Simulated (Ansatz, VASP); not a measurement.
**One calculation of Cl, two programs**

```
CELL_PARAMETERS angstrom
5.68498 0.00000 -1.14165
0.00000 5.27379 0.00000
-3.67892 0.00000 7.75077
ATOMIC_POSITIONS crystal
Cl 0.00000 0.00000 0.00000
Cl 0.00000 0.50000 0.50000
Cl 0.51599 0.50000 0.25798
Cl 0.48401 0.00000 0.24202
Cl 0.48401 0.50000 0.74202
Cl 0.51599 0.00000 0.75798
```

Alike in both runs: functional PBE; k mesh 6 × 6 × 4; occupations gaussian, width 0.02 eV; no spin polarisation.

Ansatz relaxed the structure, and its values are those at the end. VASP's run is a single point on that final structure, the one shown.

|  | VASP | Ansatz |
| --- | --- | --- |
| version | VASP 6.6.1 | Ansatz 0.2.0 |
| potentials or method | VASP PAW PBE potentials, release 64 (Cl), cutoff 520 eV | scalar-relativistic, plane waves, PAW |
| valence electrons in the cell | 42 | 42 |

|  | VASP | Ansatz | Ansatz less VASP |
| --- | --- | --- | --- |
| pressure (GPa) | -0.1 | 0.0 | +0.11 |
| rms of the force components (eV/Å) | 0.010 | 0.000 | -0.0102 |

Ansatz's warnings: structure snapped to symmetry.
